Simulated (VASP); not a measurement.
Wanted: the native input for a VASP 6.6.1 run.

```
Task                   : single point
Functional             : PBE
Potentials or basis    : VASP PAW PBE potentials, release 64 (Lu, Hf_pv, F)
Cutoff                 : 520 eV
k mesh                 : 6 × 6 × 8
Occupations            : gaussian, width 0.1 eV
Spin                   : no spin polarisation
Dipole correction      : no
Further INCAR settings : ALGO = Normal; EDIFF = 1e-06; NBANDS = 60
```

The structure of Lu3Hf2F lies in POSCAR:

```
Lu3Hf2F
1.0
    6.0761353406      0.0000000000      0.0000000000
   -3.0380676703      5.2620875618      0.0000000000
    0.0000000000      0.0000000000      5.3703091254
Lu Hf F
3 2 1
Direct
    0.5000000000      0.5000000000      0.5000000000
    0.5000000000      0.0000000000      0.5000000000
    0.0000000000      0.5000000000      0.5000000000
    0.6666666667      0.3333333333      0.0000000000
    0.3333333333      0.6666666667      0.0000000000
    0.0000000000      0.0000000000      0.0000000000
```

The cell was generated, and may not be a known phase.

The input as run:

INCAR

```
SYSTEM = Lu3Hf2F
ALGO     = Normal         ! electronic algorithm
EDIFF    = 1E-6           ! SCF threshold, eV
ENCUT    = 520            ! plane-wave cutoff, eV
GGA      = PE             ! functional
ISIF     = 2              ! what is computed and relaxed
ISMEAR   = 0              ! smearing method
LASPH    = .TRUE.         ! aspherical terms in the spheres
LCHARG   = .TRUE.         ! write CHGCAR
LELF     = .TRUE.         ! ELF
LREAL    = .FALSE.        ! projectors in reciprocal space
LVHAR    = .TRUE.       
LWAVE    = .FALSE.        ! write WAVECAR
NBANDS   = 60             ! bands
NELM     = 80             ! most SCF steps
PREC     = Accurate       ! precision mode
SIGMA    = 0.1            ! smearing width, eV
```

KPOINTS

```
k-points
0
G
  6 6 8
  0 0 0
```

Potentials or basis: VASP PAW PBE potentials, release 64 (Lu, Hf_pv, F).

The run is started by

```sh
$ cat potpaw_PBE.64/Lu/POTCAR potpaw_PBE.64/Hf_pv/POTCAR potpaw_PBE.64/F/POTCAR > POTCAR
$ mpirun -np 1 vasp_std > vasp.out
```

Results of the run:

```yaml
Pressure: 0.0 GPa
Band_gap_on_the_k_mesh: zero (bands 51 and 52 overlap by 0.59 eV)
```

Caveat: spin-orbit coupling is left out, which moves the levels of the heavy elements.

Wall time 5.2 min on 1 thread of AMD EPYC 9R45 96-Core Processor (Zen 5), on a shared host, peak memory 0.47 GiB.
